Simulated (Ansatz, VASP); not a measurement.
**One calculation of Mg, two programs**

```
Mg
1.0
    -2.88773    2.88773    1.50717
     2.88773   -2.88773    1.50717
     2.88773    2.88773   -1.50717
Mg
2
Cartesian
  0.0000 0.0000 0.0000
  0.0000 2.8877 0.7536
```

Alike in both runs: functional PBEsol; k mesh 20 × 20 × 20; occupations gaussian, width 0.1 eV; no spin polarisation.

Ansatz relaxed the structure, and its values are those at the end. VASP's run is a single point on that final structure, the one shown.

```csv
,VASP,Ansatz
version,VASP 6.6.1,Ansatz 0.2.0
potentials or method,"VASP PAW PBE potentials, release 64 (Mg), cutoff 520 eV","scalar-relativistic, plane waves, PAW"
valence electrons in the cell,4,20
```

```csv
,VASP,Ansatz,Ansatz less VASP
gap on the k mesh at the Fermi level (eV),none,none,-
pressure (GPa),0.0,0.0,+0.03
```

VASP's potentials were made for PBE, not for PBEsol. A gap of «none» marks a metal or a gap that the smearing closes. The functional is the same, so the differences come from potentials, cutoffs and numerics. VASP's potentials hold 4 valence electrons a cell and Ansatz's 20, so a difference there can come from the potentials and not from the codes.
